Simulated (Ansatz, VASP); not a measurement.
## KBr: VASP beside Ansatz

```
CELL_PARAMETERS angstrom
4.04350 0.00000 0.00000
0.00000 4.04350 0.00000
0.00000 0.00000 4.04350
ATOMIC_POSITIONS crystal
K 0.00000 0.00000 0.00000
Br 0.50000 0.50000 0.50000
```

Alike in both runs: task relaxation of cell and atoms; functional PBEsol; k mesh 6 × 6 × 6; occupations gaussian, width 0.02 eV; no spin polarisation.

```csv
,VASP,Ansatz
version,VASP 6.6.1,Ansatz 0.2.0
potentials or method,"VASP PAW PBE potentials, release 64 (K_sv, Br), cutoff 600 eV","scalar-relativistic, plane waves, PAW"
valence electrons in the cell,16,16
```

Ansatz gave:

* gap on the k mesh at the Fermi level, each at its own relaxed structure (eV): 3.96
* relaxed volume (Å³/atom): 30.42
* relaxed cell length with the largest relative difference (Å): 3.933

Which values does VASP return?

gap on the k mesh at the Fermi level, each at its own relaxed structure (eV): 3.95; relaxed volume (Å³/atom): 30.53; relaxed cell length with the largest relative difference (Å): 3.938.

VASP's potentials were made for PBE, not for PBEsol.
